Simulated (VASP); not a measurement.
# BiTe (Fm-3m) in VASP: notebook, part 2 of 2

VASP 6.6.1.

## Step 5: Single point, r2SCAN (volume scaled by 1.06)

Contents of POSCAR:

```
BiTe
1.0
    0.0000000000      3.2966876761      3.2966876761
    3.2966876761      0.0000000000      3.2966876761
    3.2966876761      3.2966876761      0.0000000000
Bi Te
1 1
Direct
    0.0000000000      0.0000000000      0.0000000000
    0.5000000000      0.5000000000      0.5000000000
```

Contents of INCAR.step1:

```
PREC     = Accurate       # precision mode
ENCUT    = 520            # plane-wave cutoff, eV
ISMEAR   = 0              # smearing method
SIGMA    = 0.1            # smearing width, eV
LREAL    = False          # projectors in reciprocal space
LASPH    = True           # aspherical terms in the spheres
NELM     = 60             # most SCF steps
NBANDS   = 18             # bands
GGA      = PE             # functional
ALGO     = Normal         # electronic algorithm
EDIFF    = 1E-4           # SCF threshold, eV
LWAVE    = True           # write WAVECAR
LCHARG   = False          # write CHGCAR
```

Contents of INCAR.step2:

```
PREC     = Accurate       # precision mode
ENCUT    = 520            # plane-wave cutoff, eV
EDIFF    = 1E-7           # SCF threshold, eV
ISMEAR   = 0              # smearing method
SIGMA    = 0.1            # smearing width, eV
LREAL    = False          # projectors in reciprocal space
LASPH    = True           # aspherical terms in the spheres
NELM     = 60             # most SCF steps
ALGO     = Normal         # electronic algorithm
ISIF     = 2              # what is computed and relaxed
LWAVE    = False          # write WAVECAR
LCHARG   = False          # write CHGCAR
METAGGA  = R2SCAN         # meta-GGA
LMIXTAU  = True         
NBANDS   = 18             # bands
ISTART   = 1
```

Contents of KPOINTS:

```
Automatic mesh
0
Gamma
  12 12 12
```

Potentials or basis: VASP PAW PBE potentials, release 64 (Bi_d, Te).

On the command line:

```sh
$ cat potpaw_PBE.64/Bi_d/POTCAR potpaw_PBE.64/Te/POTCAR > POTCAR
$ cp INCAR.step1 INCAR
$ mpirun -np 1 vasp_std > vasp.out
$ cp INCAR.step2 INCAR
$ mpirun -np 1 vasp_std > vasp.out
```

OUTCAR:

```text
PREC = Accurate
   ENCUT = 520
   EDIFF = 1E-7
   ISMEAR = 0
   LREAL = False
   LASPH = True
   NELM = 60
   ISIF = 2
   METAGGA = R2SCAN
   ISTART = 1

 ion  position               nearest neighbor table
   1  0.000  0.000  0.000-   2 3.30   2 3.30   2 3.30   2 3.30   2 3.30   2 3.30
   2  0.500  0.500  0.500-   1 3.30   1 3.30   1 3.30   1 3.30   1 3.30   1 3.30

  LATTYP: Found a face centered cubic cell.
 ALAT       =     6.5933753522

  Lattice vectors:

 A1 = (   0.0000000000,   3.2966876761,   3.2966876761)
 A2 = (   3.2966876761,   0.0000000000,   3.2966876761)
 A3 = (   3.2966876761,   3.2966876761,   0.0000000000)

Analysis of symmetry for initial positions (statically):
=====================================================================
 Subroutine PRICEL returns:
 Original cell was already a primitive cell.

 Routine SETGRP: Setting up the symmetry group for a
 face centered cubic supercell.

 Subroutine GETGRP returns: Found 48 space group operations
 (whereof 48 operations were pure point group operations)
 out of a pool of 48 trial point group operations.

The static configuration has the point symmetry O_h .

Analysis of symmetry for dynamics (positions and initial velocities):
=====================================================================
 Subroutine PRICEL returns:
 Original cell was already a primitive cell.

 Routine SETGRP: Setting up the symmetry group for a
 face centered cubic supercell.

 Subroutine GETGRP returns: Found 48 space group operations
 (whereof 48 operations were pure point group operations)
 out of a pool of 48 trial point group operations.

The dynamic configuration has the point symmetry O_h .

 Subroutine INISYM returns: Found 48 space group operations
 (whereof 48 operations are pure point group operations),
[... 104 lines left out ...]
   POTIM  = 0.5000    time-step for ionic-motion
   TEBEG  =    0.0;   TEEND  =   0.0 temperature during run
   PSTRESS=    0.0 pullay stress
   NELECT =      21.0000    total number of electrons
   NUPDOWN=      -1.0000    fix difference up-down
   EMIN   =  10.00;   EMAX   =-10.00  energy-range for DOS
   EFERMI =   0.00;   METHOD = LEGACY
   ISMEAR =     0;   SIGMA  =   0.10  broadening in eV -4-tet -1-fermi 0-gaus
   EFERMI_NEDOS =   21; number of points for ismear=-14 and -15
   IALGO  =     38    algorithm
   IMIX   =      4    mixing-type and parameters
     AMIX     =   0.40;   BMIX     =  1.00
     AMIX_MAG =   1.60;   BMIX_MAG =  1.00
  volume/ion in A,a.u.               =      35.83       241.79
  Fermi-wavevector in a.u.,A,eV,Ry     =   1.087410  2.054908 16.088362  1.182461
  Thomas-Fermi vector in A             =   2.223569
   LORBIT       =      0    0 simple, 1 ext, 2 COOP (PROOUT), +10 PAW based schemes
   METAGGA = R2SCAN    functional components
   LHFCALC =     F    Hartree Fock is set to
   AEXX    =    0.0000 exact exchange contribution
   IVDW    =     0    specifies the selected vdW correction
   LEPSILON=     F    determine dielectric tensor
   LRPA    =     F    only Hartree local field effects (RPA)
 non-spin polarized calculation
 Gauss-broadening in eV      SIGMA  =   0.10
  energy-cutoff  :      520.00
  volume of cell :       71.66
 maximum number of plane-waves:      1964
   NGX = 17   NGY = 17   NGZ = 17

 number of electron      20.9999998 magnetization

 Free energy of the ion-electron system (eV)
  ---------------------------------------------------
  ext. energy  EPLUGINS =         0.00000000
  ---------------------------------------------------
  free energy    TOTEN  =       -83.99784255 eV

  energy without entropy =      -83.99153818  energy(sigma->0) =      -83.99469037

 E-fermi :   5.9146     XC(G=0):  -9.7334

 val. band max:        5.9045658700   @ k =  -0.2500   0.2500   0.0000
 cond. band min:       5.9628886002   @ k =   0.3333   0.0000   0.0000
 fundamental gap:      0.0583227302
 Fermi energy:         5.9146450609

 k-point     1 :       0.0000    0.0000    0.0000
  band No.  band energies     occupation
      1     -17.9680      2.00000
      2     -17.9680      2.00000
      3     -17.9656      2.00000
      4     -17.9656      2.00000
      5     -17.9656      2.00000
      6      -7.8425      2.00000
[... 481 lines left out ...]
      5     -17.9598      2.00000
      6      -5.9053      2.00000
[... 10 lines left out ...]
     17      15.7801      0.00000
     18      16.9811      0.00000

 [... further k-points ...]
[... 5 lines left out ...]
  --------------------------------------------------------------------------------------
  -------------------------------------------------------------------------------------
  Total       -1.1652773     -1.1652773     -1.1652773      0.0000000      0.0000000     -0.0000000
  in kB      -26.0541241    -26.0541241    -26.0541241      0.0000000      0.0000000     -0.0000000
  external PRESSURE =     -26.0541241 kB  Pullay stress =       0.0000000 kB

 VOLUME and BASIS-vectors are now :
 -----------------------------------------------------------------------------
  energy-cutoff  :      520.00
  volume of cell :       71.66
      direct lattice vectors                 reciprocal lattice vectors
     0.000000000  3.296687676  3.296687676    -0.151667385  0.151667385  0.151667385
     3.296687676  0.000000000  3.296687676     0.151667385 -0.151667385  0.151667385
     3.296687676  3.296687676  0.000000000     0.151667385  0.151667385 -0.151667385

 POSITION                                       TOTAL-FORCE (eV/Angst)
 -----------------------------------------------------------------------------------
      0.00000      0.00000      0.00000        -0.000000      0.000000     -0.000000
      3.29669      3.29669      3.29669         0.000000      0.000000      0.000000
 -----------------------------------------------------------------------------------
    total drift:                               -0.000000      0.000000      0.000000

  FREE ENERGIE OF THE ION-ELECTRON SYSTEM (eV)
  ---------------------------------------------------
  free  energy   TOTEN  =       -83.9978425529 eV

  energy  without entropy=      -83.9915381824  energy(sigma->0) =      -83.99469037
```

OUTCAR.step1:

```text
PREC = Accurate
   ENCUT = 520
   ISMEAR = 0
   LREAL = False
   LASPH = True
[... 725 lines left out ...]
      0.00000      0.00000      0.00000         0.000000      0.000000     -0.000000
      3.29669      3.29669      3.29669         0.000000      0.000000      0.000000
 -----------------------------------------------------------------------------------
    total drift:                               -0.000000      0.000000      0.000000

  FREE ENERGIE OF THE ION-ELECTRON SYSTEM (eV)
  ---------------------------------------------------
  free  energy   TOTEN  =        -7.1622539513 eV

  energy  without entropy=       -7.1550253567  energy(sigma->0) =       -7.15863965
```

OSZICAR.step1:

```text
N       E                     dE             d eps       ncg     rms          rms(c)
DAV:   1     0.159499893558E+03    0.15950E+03   -0.98614E+03  2592   0.110E+03
DAV:   2     0.495116347953E+01   -0.15455E+03   -0.15064E+03  2784   0.300E+02
DAV:   3    -0.684682610158E+01   -0.11798E+02   -0.11708E+02  3158   0.887E+01
DAV:   4    -0.718031882447E+01   -0.33349E+00   -0.33320E+00  3234   0.159E+01
DAV:   5    -0.719483242535E+01   -0.14514E-01   -0.14513E-01  3528   0.311E+00    0.583E+00
DAV:   6    -0.715742636434E+01    0.37406E-01   -0.13308E-01  3592   0.211E+00    0.356E+00
DAV:   7    -0.716184894885E+01   -0.44226E-02   -0.27151E-02  2894   0.818E-01    0.771E-01
DAV:   8    -0.716211340457E+01   -0.26446E-03   -0.33969E-03  3124   0.389E-01    0.114E-01
DAV:   9    -0.716225216316E+01   -0.13876E-03   -0.40527E-04  2982   0.121E-01    0.498E-02
DAV:  10    -0.716225395125E+01   -0.17881E-05   -0.14769E-05  1502   0.249E-02
   1 F= -.71622540E+01 E0= -.71586397E+01  d E =-.722859E-02
```

It took 2.8 min on 1 thread of Intel Xeon Platinum 8488C (Sapphire Rapids), shared host; peak memory 0.27 GiB.

What came out:

```
Free energy : -83.9978 eV
Pressure    : -2.6 GPa
```

Caveat: the cell differs from its parent crystal (volume scaled by 1.06); the PAW data sets were made with another functional, which shifts forces and pressure a little; spin-orbit coupling is left out, which moves the levels of the heavy elements.

## Step 6: Single point, r2SCAN

This run uses another cell than the first one, of 33.80 Å³/atom, 1.064 times its volume.

Contents of POSCAR:

```
BiTe
1.0
    4.5725400051      0.0000000000      0.0000000000
   -2.2862700025      3.9599358042      0.0000000000
    2.2862700025      1.3199786014      3.7334632803
Bi Te
1 1
Direct
    0.0000000000      0.0000000000      0.0000000000
    0.0000000000      0.5000000000      0.5000000000
```

Contents of INCAR.step1:

```
PREC = Accurate
ENCUT = 520
ISMEAR = 0
SIGMA = 0.1
LREAL = F
LASPH = T
NELM = 80
NBANDS = 18
GGA = PE
ALGO = Normal
EDIFF = 1E-4
LWAVE = T
LCHARG = F
```

Contents of INCAR.step2:

```
PREC = Accurate
ENCUT = 520
EDIFF = 1E-6
ISMEAR = 0
SIGMA = 0.1
LREAL = F
LASPH = T
NELM = 80
ALGO = Normal
ISIF = 2
LWAVE = F
LCHARG = F
METAGGA = R2SCAN
LMIXTAU = T
NBANDS = 18
ISTART = 1
```

Contents of KPOINTS:

```
Automatic mesh
0
Gamma
  9 9 9
```

Potentials or basis: VASP PAW PBE potentials, release 64 (Bi_d, Te).

On the command line:

```sh
$ cat potpaw_PBE.64/Bi_d/POTCAR potpaw_PBE.64/Te/POTCAR > POTCAR
$ cp INCAR.step1 INCAR
$ mpirun -np 1 vasp_std > vasp.out
$ cp INCAR.step2 INCAR
$ mpirun -np 1 vasp_std > vasp.out
```

Run time: 3.7 min. Hardware: 1 thread of Intel Xeon 8259CL, shared host; peak memory 0.24 GiB.

It converged, with:

| Property | Result |
| --- | --- |
| Free energy | -84.0238 eV |
| Pressure | 0.0 GPa |

Levels at points of the mesh, in eV from the Fermi level:
```tsv
k point	band 6	band 7	band 8	band 9	band 10	band 11	band 12	band 13	band 14	band 15
(0.00, 0.00, 0.00)	-14.14	-8.27	-2.78	-2.78	-2.78	2.28	2.28	2.28	5.03	5.03
```

Caveat: the PAW data sets were made with another functional, which shifts forces and pressure a little; spin-orbit coupling is left out, which moves the levels of the heavy elements.

## Step 7: Overview

```tsv
cell	k mesh	gap on the mesh (eV)	pressure (GPa)
a = 4.479 Å, angles 60.0°, 2 atoms	12 × 12 × 12	none	3.7
a = 4.526 Å, angles 60.0°, 2 atoms	12 × 12 × 12	none	1.7
a = 4.618 Å, angles 60.0°, 2 atoms	12 × 12 × 12	none	-1.4
a = 4.662 Å, angles 60.0°, 2 atoms	12 × 12 × 12	none	-2.6
a = 4.573 Å, angles 90.0, 60.0, 120.0°, 2 atoms	9 × 9 × 9	none	0.0
```

Alike in all rows: task single point; level r2SCAN; potentials or basis VASP PAW PBE potentials, release 64 (Bi_d, Te); no spin polarisation; cutoff (eV) 520; smearing gaussian 0.1 eV.

Caveats: the PAW data sets were made with another functional, which shifts forces and pressure a little; spin-orbit coupling is left out, which moves the levels of the heavy elements.

Absolute energies hang on the potentials; compare differences alone.
